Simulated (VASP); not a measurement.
Runs of VASP 6.6.1 on MgH. The structure is that of space group P4_2/mmc (No. 131), or close to it. The cells are those of the table. 

| task | cell | k mesh | cutoff (eV) | gap on the mesh (eV) | pressure (GPa) | relaxed volume (Å³/atom) |
| --- | --- | --- | --- | --- | --- | --- |
| relaxation of cell and atoms | relaxed from a = 3.914, b = 3.914, c = 5.536 Å, 4 atoms | 4 × 4 × 4 | 600 | none | 0.0 | (a) |
| relaxation of cell and atoms | relaxed from a = 3.392, b = 3.392, c = 4.443 Å, 4 atoms | 6 × 6 × 4 | 600 | none | 0.1 | 12.68 |
| single point | a = 3.363, b = 3.363, c = 4.516 Å, 4 atoms | 6 × 6 × 4 | 520 | none | -0.3 | - |
| single point | a = 3.358, b = 3.358, c = 4.519 Å, 4 atoms | 14 × 14 × 10 | 520 | none | -0.2 | - |
| single point | a = 3.392, b = 3.392, c = 4.443 Å, 4 atoms | 4 × 4 × 4 | 520 | none | -0.3 | - |
| relaxation of cell and atoms | relaxed from a = 3.363, b = 3.363, c = 4.516 Å, 4 atoms | 14 × 14 × 10 | 600 | none | 0.0 | (b) |
| single point | a = 3.914, b = 3.914, c = 5.536 Å, 4 atoms | 4 × 4 × 4 | 520 | none | -8.9 | - |

Alike in all rows: level PBE; potentials or basis VASP PAW PBE potentials, release 64 (Mg, H); no spin polarisation; smearing gaussian 0.1 eV.

Fill in the values left out.

(a) 12.72; (b) 12.69.

Caveats: some runs use coarse meshes; the volume moved by over 15 % at a fixed basis, so the end points are rough (at least some runs).

A gap of «none» marks levels without a gap at the run's occupations.
